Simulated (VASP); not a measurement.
A run of VASP 6.6.1 is set up as follows.

Contents of INCAR:

```
SYSTEM = Cd3SeS2
  PREC = Accurate
  ENCUT = 520
  EDIFF = 1E-7
  ISMEAR = 0
  SIGMA = 0.02
  LREAL = .FALSE.
  LASPH = .TRUE.
  NELM = 80
  ALGO = Normal
  ISIF = 2
  LWAVE = .FALSE.
  LCHARG = .FALSE.
  GGA = PE
  NBANDS = 36
```

File KPOINTS:

```
Automatic mesh
0
G
  10 10 10
  0 0 0
```

Contents of POSCAR:

```
Cd3SeS2
1.0
   -2.1275830000      2.1275830000      9.0157309000
    2.1275830000     -2.1275830000      9.0157309000
    2.1275830000      2.1275830000     -9.0157309000
Cd Se S
3 1 2
Direct
    0.8388770000      0.8388770000      0.0000000000
    0.5000000000      0.5000000000      0.0000000000
    0.1611230000      0.1611230000      0.0000000000
    0.2500000000      0.7500000000      0.5000000000
    0.5804510000      0.0804510000      0.5000000000
    0.9195490000      0.4195490000      0.5000000000
```

Potentials or basis: VASP PAW PBE potentials, release 64 (Cd, Se, S).

The run is started by

```console
$ cat potpaw_PBE.64/Cd/POTCAR potpaw_PBE.64/Se/POTCAR potpaw_PBE.64/S/POTCAR > POTCAR
$ mpirun -np 1 vasp_std > vasp.out
```

(1) Predict the pressure.

(2) Estimate the band gap on the k mesh.

Answers

(1) 0.3 GPa.

(2) 0.80 eV.

Caveat: semilocal functionals underestimate gaps, and a narrow one can read as zero.
